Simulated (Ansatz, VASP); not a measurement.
## One calculation of CuI, two programs

```xyz
2
Lattice="0.0000 3.0421 3.0421 3.0421 0.0000 3.0421 3.0421 3.0421 0.0000" Properties=species:S:1:pos:R:3 pbc="T T T"
Cu    0.0000    0.0000    0.0000
I     1.5211    1.5211    1.5211
```

Change from the starting cell: hydrostatic strain +1.0%.

Alike in both runs: task single point; functional r2SCAN; k mesh 8 × 8 × 8; no spin polarisation.

|  | VASP | Ansatz |
| --- | --- | --- |
| version | VASP 6.6.1 | Ansatz 0.2.0 |
| potentials or method | VASP PAW PBE potentials, release 64 (Cu, I) | plane waves, PAW |
| plane-wave cutoff (eV) | 520 | 500 |
| occupations | gaussian, width 0.01 eV | fixed |
| valence electrons in the cell | 18 | 36 |

```csv
,VASP,Ansatz,Ansatz less VASP
gap on the k mesh at the Fermi level (eV),1.58,1.58,-0.003
pressure (GPa),-1.3,-1.2,+0.03
```

VASP's potentials were made for PBE, not for r2SCAN. VASP's potentials hold 18 valence electrons a cell and Ansatz's 36, so a difference there can come from the potentials and not from the codes.

Spin-orbit coupling is off throughout.
